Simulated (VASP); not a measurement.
# Ba2Ti3O8 in VASP: further runs, part 2 of 2

VASP 6.6.1. Earlier steps stand in the parts before.

## Step 4: Single point, PBEsol

Contents of INCAR:

```
SYSTEM = Ba2Ti3O8
  PREC = Accurate
  ENCUT = 520
  EDIFF = 1E-6
  ISMEAR = 0
  SIGMA = 0.05
  LREAL = .FALSE.
  LASPH = .TRUE.
  NELM = 120
  ALGO = Normal
  ISIF = 2
  LWAVE = .FALSE.
  LCHARG = .TRUE.
  LDIPOL = .TRUE.
  IDIPOL = 3
  DIPOL = 0.5 0.5 0.501
  GGA = PS
  LELF = .TRUE.
  LVHAR = .TRUE.
  LVACPOTAV = .TRUE.
  NBANDS = 64
  GGA_COMPAT = .FALSE.
  NELMDL = -8
```

Contents of KPOINTS:

```
Automatic mesh
0
G
  7 7 1
  0 0 0
```

Contents of POSCAR:

```
Ba2Ti3O8
1.0
    3.9557417187      0.0000000000      0.0000000000
    0.0000000000      3.9557417187      0.0000000000
    0.0000000000      0.0000000000     23.2247707175
Ti O Ba
3 8 2
Direct
    0.5000000000      0.5000000000      0.3352731750
    0.5000000000      0.5000000000      0.5013776064
    0.5000000000      0.5000000000      0.6674837528
    0.5000000000      0.0000000000      0.3306948170
    0.0000000000      0.5000000000      0.3306948170
    0.5000000000      0.5000000000      0.4154783320
    0.5000000000      0.0000000000      0.5013763385
    0.0000000000      0.5000000000      0.5013763385
    0.5000000000      0.5000000000      0.5872791560
    0.5000000000      0.0000000000      0.6720626688
    0.0000000000      0.5000000000      0.6720626688
    0.0000000000      0.0000000000      0.4121714861
    0.0000000000      0.0000000000      0.5905853741
```

Potentials or basis: VASP PAW PBE potentials, release 64 (Ti_sv, O, Ba_sv).

On the command line:

```bash
$ cat potpaw_PBE.64/Ti_sv/POTCAR potpaw_PBE.64/O/POTCAR potpaw_PBE.64/Ba_sv/POTCAR > POTCAR
$ mpirun -np 1 vasp_std > vasp.out
```

OUTCAR:

```text
SYSTEM = Ba2Ti3O8
   PREC = Accurate
   ENCUT = 520
   EDIFF = 1E-6
   ISMEAR = 0
   LREAL = .FALSE.
   LASPH = .TRUE.
   NELM = 120
   ISIF = 2
   GGA = PS
   NELMDL = -8

 ion  position               nearest neighbor table
   1  0.500  0.500  0.335-   6 1.86   5 1.98   4 1.98   4 1.98   5 1.98  12 3.32  12 3.32  12 3.32
                            12 3.32
   2  0.500  0.500  0.501-   7 1.98   8 1.98   7 1.98   8 1.98   6 1.99   9 2.00  12 3.48  12 3.48
[... 903 lines left out ...]
  energy-cutoff  :      520.00
  volume of cell :      363.42
      direct lattice vectors                 reciprocal lattice vectors
     3.955741719  0.000000000  0.000000000     0.252797091  0.000000000  0.000000000
     0.000000000  3.955741719  0.000000000     0.000000000  0.252797091  0.000000000
     0.000000000  0.000000000 23.224770718     0.000000000  0.000000000  0.043057476

 POSITION                                       TOTAL-FORCE (eV/Angst)
 -----------------------------------------------------------------------------------
      1.97787      1.97787      7.78664        -0.000000      0.000000     -0.118359
      1.97787      1.97787     11.64438        -0.000000     -0.000000     -0.000000
      1.97787      1.97787     15.50216        -0.000000      0.000000      0.118359
      1.97787      0.00000      7.68031        -0.000000     -0.000000     -0.087677
      0.00000      1.97787      7.68031        -0.000000     -0.000000     -0.087677
      1.97787      1.97787      9.64939        -0.000000     -0.000000      0.056254
      1.97787      0.00000     11.64435        -0.000000     -0.000000      0.000000
      0.00000      1.97787     11.64435         0.000000     -0.000000      0.000000
      1.97787      1.97787     13.63942        -0.000000     -0.000000     -0.056254
      1.97787      0.00000     15.60850        -0.000000     -0.000000      0.087677
      0.00000      1.97787     15.60850         0.000000     -0.000000      0.087677
      0.00000      0.00000      9.57259        -0.000000     -0.000000      0.060642
      0.00000      0.00000     13.71621        -0.000000     -0.000000     -0.060642
 -----------------------------------------------------------------------------------
    total drift:                                0.000000      0.000000      0.164017

  FREE ENERGIE OF THE ION-ELECTRON SYSTEM (eV)
  ---------------------------------------------------
  free  energy   TOTEN  =      -109.6744810806 eV

  energy  without entropy=     -109.6744810806  energy(sigma->0) =     -109.67448108

 vacuum level on the upper side and lower side of the slab         4.375         4.370
```

OSZICAR:

```text
N       E                     dE             d eps       ncg     rms          rms(c)
DAV:   1     0.134564627586E+04    0.13456E+04   -0.51907E+04  1368   0.155E+03
DAV:   2     0.623667409706E+02   -0.12833E+04   -0.12453E+04  1608   0.448E+02
DAV:   3    -0.125511025992E+03   -0.18788E+03   -0.18674E+03  1840   0.177E+02
[... 21 lines left out ...]
DAV:  25    -0.109674418248E+03   -0.99432E-04   -0.10481E-05  1472   0.988E-03    0.500E-03
DAV:  26    -0.109674460664E+03   -0.42415E-04   -0.40224E-06  1336   0.773E-03    0.128E-03
DAV:  27    -0.109674478176E+03   -0.17513E-04   -0.10859E-06  1096   0.393E-03    0.701E-04
DAV:  28    -0.109674480158E+03   -0.19811E-05   -0.13190E-07   888   0.170E-03    0.528E-04
DAV:  29    -0.109674481081E+03   -0.92300E-06   -0.58384E-08   848   0.976E-04
   1 F= -.10967448E+03 E0= -.10967448E+03  d E =-.140739E-20
```

stdout:

```text
POSCAR found type information on POSCAR TiO Ba
 POSCAR found :  3 types and      13 ions
 scaLAPACK will be used
 -----------------------------------------------------------------------------
|                                                                             |
[... 23 lines left out ...]
|     field-free region was found. Please increase the size of  your cell     |
|     in the dimension of the dipole correction to obtain accurate            |
|     workfunction values.                                                    |
|                                                                             |
 -----------------------------------------------------------------------------
```

Wall time 10 min (1 thread of Intel Xeon Platinum 8259CL at 2.50GHz (Skylake/Cascade Lake), shared host); peak memory 0.52 GiB.

What came out:

| Quantity | Value |
| --- | --- |
| Free energy | -109.6745 eV |
| Largest force | 0.118 eV/Å |
| Band gap on the k mesh | 0.95 eV (least direct gap 1.52 eV) |

Forces in eV/Å, atoms in the order of the input:
```
Ti   0.000  0.000 -0.118
Ti   0.000  0.000  0.000
Ti   0.000  0.000  0.118
O    0.000  0.000 -0.088
O    0.000  0.000 -0.088
O    0.000  0.000  0.056
O    0.000  0.000  0.000
O    0.000  0.000  0.000
O    0.000  0.000 -0.056
O    0.000  0.000  0.088
O    0.000  0.000  0.088
Ba   0.000  0.000  0.061
Ba   0.000  0.000 -0.061
```

Levels at points of the mesh, in eV from the valence-band top:
```tsv
k point	band 48	band 49	band 50	band 51	band 52	band 53	band 54	band 55	band 56	band 57
(0.00, 0.00, 0.00)	-1.30	-0.62	-0.62	-0.58	-0.58	0.95	1.04	1.04	1.50	1.51
```

Caveat: the PAW data sets were made with another functional, which shifts forces and pressure a little; spin-orbit coupling is left out, which moves the levels of the heavy elements.

## Step 5: Overview

```csv
task,cell,gap on the mesh (eV),largest force (eV/Å)
relaxation of the atoms,"atoms relaxed, atomic positions A",0.90,0.01
single point,"as given, atomic positions A",none,3.54
single point,"as given, atomic positions B",0.95,0.12
```

Alike in all rows: level PBEsol; potentials or basis VASP PAW PBE potentials, release 64 (Ti_sv, O, Ba_sv); no spin polarisation; k mesh 7 × 7 × 1; cutoff (eV) 520; smearing gaussian 0.05 eV.

Caveats: the PAW data sets were made with another functional, which shifts forces and pressure a little; spin-orbit coupling is left out, which moves the levels of the heavy elements; semilocal functionals often make such compounds metallic where correlation or magnetic order opens a gap, which also shifts bond lengths (at least some runs).

Total energies depend on the potentials used, so only differences within one code and one set of settings carry meaning.
